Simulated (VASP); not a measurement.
Write the native input for VASP 6.6.1 that does the following.

| Property | Result |
| --- | --- |
| Task | single point |
| Functional | PBE |
| Potentials or basis | VASP PAW PBE potentials, release 64 (Sc_sv, Ga_d, As) |
| Cutoff | 520 eV |
| k mesh | 6 × 6 × 2 |
| Occupations | gaussian, width 0.1 eV |
| Spin | no spin polarisation |
| Dipole correction | no |
| Further INCAR settings | ALGO = Normal; EDIFF = 1e-06; NBANDS = 41 |

The structure of Sc3Ga2As lies in POSCAR:

```
Sc3Ga2As
1.0
    3.5105150212      0.0000000000      0.0000000000
    0.0000000000      3.5105150212      0.0000000000
    0.0000000000      0.0000000000      9.3237505936
Sc Ga As
3 2 1
Direct
    0.5000000000      0.5000000000      0.1588252944
    0.5000000000      0.5000000000      0.5000000000
    0.5000000000      0.5000000000      0.8411747056
    0.0000000000      0.0000000000      0.3362116540
    0.0000000000      0.0000000000      0.6637883460
    0.0000000000      0.0000000000      0.0000000000
```

These files were run (other wordings do the same):

INCAR

```
SYSTEM = Sc3Ga2As
PREC = Accurate
ENCUT = 520
EDIFF = 1E-6
ISMEAR = 0
SIGMA = 0.1
LREAL = .False.
LASPH = .True.
NELM = 80
ALGO = Normal
ISIF = 2
LWAVE = .False.
LCHARG = .False.
GGA = PE
NBANDS = 41
```

KPOINTS

```
regular mesh
0
Gamma
  6 6 2
  0 0 0
```

Potentials or basis: VASP PAW PBE potentials, release 64 (Sc_sv, Ga_d, As).

The run is started by

```bash
$ cat potpaw_PBE.64/Sc_sv/POTCAR potpaw_PBE.64/Ga_d/POTCAR potpaw_PBE.64/As/POTCAR > POTCAR
$ mpirun -np 1 vasp_std > vasp.out
```

Results of the run:

The pressure is 0.3 GPa, the largest force is 0.047 eV/Å and the band gap on the k mesh is zero (band 32 reaches 5.95 eV, above the bottom of band 33 at 4.93 eV).

Wall time 59 s on 1 thread of Intel(R) Xeon(R) 6975P-C (Granite Rapids), with other jobs on the host, peak memory 0.27 GiB.
